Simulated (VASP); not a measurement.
Runs of VASP 6.6.1 on Pb. The structure is that of space group P6/mmm (No. 191), or close to it. The cells are those of the table. 

```csv
cell,gap on the mesh (eV),pressure (GPa)
"a = 5.902, b = 5.902, c = 3.563 Å, angles 90.0, 90.0, 120.0°, 3 atoms",none,-2.2
"a = 5.513, b = 5.513, c = 3.327 Å, angles 90.0, 90.0, 120.0°, 3 atoms",none,(a)
"a = 5.595, b = 5.595, c = 3.377 Å, angles 90.0, 90.0, 120.0°, 3 atoms",none,3.5
"a = 5.828, b = 5.828, c = 3.518 Å, angles 90.0, 90.0, 120.0°, 3 atoms",none,-1.2
"a = 5.974, b = 5.974, c = 3.606 Å, angles 90.0, 90.0, 120.0°, 3 atoms",none,(b)
```

Alike in all rows: task single point; level revPBE; potentials or basis VASP PAW PBE potentials, release 64 (Pb_d); no spin polarisation; k mesh 7 × 7 × 10; cutoff (eV) 520; smearing fermi-dirac 0.1 eV.

Problem. Fill in the values left out.

Solution. (a) 6.0; (b) -3.0.

Caveats: the PAW data sets were made with another functional, which shifts forces and pressure a little; spin-orbit coupling is left out, which moves the levels of the heavy elements.

A k mesh can miss the band edges, and the runs leave out spin-orbit coupling on Pb.

A gap of «none» marks levels without a gap at the run's occupations.
